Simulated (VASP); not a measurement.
Set up this calculation in VASP 6.6.1, as the native input.

- Task: electric field gradients
- Functional: LDA
- Potentials or basis: VASP PAW LDA potentials, release 64 (Y_sv, N)
- Cutoff: 520 eV
- k mesh: 9 × 9 × 9
- Occupations: fermi-dirac, width 0.03 eV
- Spin: no spin polarisation
- Dipole correction: no
- Further INCAR settings: ALGO = Normal; EDIFF = 1e-08; NBANDS = 15

The structure of YN lies in POSCAR:

```
YN
1.0
    0.0000000000      2.3891441831      2.3891441831
    2.3891441831      0.0000000000      2.3891441831
    2.3891441831      2.3891441831      0.0000000000
Y N
1 1
Direct
    0.0000000000      0.0000000000      0.0000000000
    0.5000000000      0.5000000000      0.5000000000
```

These files were run (other wordings do the same):

INCAR

```
PREC = Accurate
ENCUT = 520
EDIFF = 1E-8
ISMEAR = -1
SIGMA = 0.03
LREAL = False
LASPH = True
NELM = 120
ALGO = Normal
ISIF = 2
LWAVE = False
LCHARG = False
LEFG = True
NBANDS = 15
GGA_COMPAT = False
```

KPOINTS

```
regular mesh
0
Gamma
  9 9 9
```

Potentials or basis: VASP PAW LDA potentials, release 64 (Y_sv, N).

Command:

```console
$ cat potpaw_LDA.64/Y_sv/POTCAR potpaw_LDA.64/N/POTCAR > POTCAR
$ mpirun -np 1 vasp_std > vasp.out
```

It gave:

The pressure is 5.2 GPa and the largest electric field gradient by atom is zero within the noise of the run.

Caveat: the cell stands under pressure.

Run time: 25 s on 1 thread of AMD EPYC 7R43 64-Core Processor (Zen 3) (shared host), peak memory 0.13 GiB.
